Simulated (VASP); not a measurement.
V, 1 atom in the cell. Symmetry: I4/mmm, No. 139, tetragonal system. Conventional cell: a = 2.935 Å, b = 2.935 Å, c = 3.026 Å, α = 90.00°, β = 90.00°, γ = 90.00°. V (site symmetry 4/mmm) has 14 V at 2.57 to 3.03 Å within 3.4 Å.  This cell differs from its parent crystal: equal xx and yy strain of -3 %.

- Program: VASP 6.6.1
- Task: single point
- Functional: PBEsol
- Potentials or basis: VASP PAW PBE potentials, release 64 (V_sv)
- Cutoff: 520 eV
- k mesh: 19 × 19 × 19
- Occupations: fermi-dirac, width 0.03 eV
- Spin: collinear spin, ferromagnetic start
- Starting moments: [1.5] μB
- Dipole correction: no
- Further INCAR settings: ALGO = Normal; EDIFF = 1e-06; NBANDS = 16

Potentials or basis: VASP PAW PBE potentials, release 64 (V_sv).

Command:

```sh
$ cat potpaw_PBE.64/V_sv/POTCAR > POTCAR
$ mpirun -np 1 vasp_std > vasp.out
```

Hardware: 1 thread of Intel Xeon 8259CL, with other jobs on the host.

Task: How long does it take, and how much memory?

Result: It took 4.4 min on 1 thread of Intel Xeon 8259CL, on a shared host, peak memory 0.27 GiB. Counts: scf iterations 13, k points 550.
